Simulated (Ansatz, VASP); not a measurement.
Al5Co3Ni2 in VASP and in Ansatz

```
CELL_PARAMETERS angstrom
2.84559 0.00000 0.00000
0.00000 2.84559 0.00000
0.00000 0.00000 14.58298
ATOMIC_POSITIONS crystal
Al 0.00000 0.00000 0.59855
Al 0.00000 0.00000 0.40145
Al 0.00000 0.00000 0.20402
Al 0.00000 0.00000 0.00000
Al 0.00000 0.00000 0.79598
Co 0.50000 0.50000 0.50000
Co 0.50000 0.50000 0.30307
Co 0.50000 0.50000 0.69693
Ni 0.50000 0.50000 0.10297
Ni 0.50000 0.50000 0.89703
```

Alike in both runs: functional PBE; k mesh 14 × 14 × 4; occupations gaussian, width 0.1 eV; collinear spin.

Ansatz relaxed the structure, and its values are those at the end. VASP's run is a single point on that final structure, the one shown.

|  | VASP | Ansatz |
| --- | --- | --- |
| version | VASP 6.6.1 | Ansatz 0.2.0 |
| potentials or method | VASP PAW PBE potentials, release 64 (Al, Co, Ni), cutoff 520 eV | scalar-relativistic, plane waves, PAW |
| valence electrons in the cell | 62 | 102 |

Ansatz gave:

- gap on the k mesh at the Fermi level (eV): none
- pressure (GPa): 0.0
- rms of the force components (eV/Å): 0.003
- net moment per atom (μB): 0.00

Q: What did VASP give for the same quantities?

A: gap on the k mesh at the Fermi level (eV): none; pressure (GPa): 0.0; rms of the force components (eV/Å): 0.002; net moment per atom (μB): 0.00.

A gap of «none» marks a metal or a gap that the smearing closes. The functional is the same, so the differences come from potentials, cutoffs and numerics. VASP's potentials hold 62 valence electrons a cell and Ansatz's 102, so a difference there can come from the potentials and not from the codes. Ansatz's warnings: seeded moment not kept.
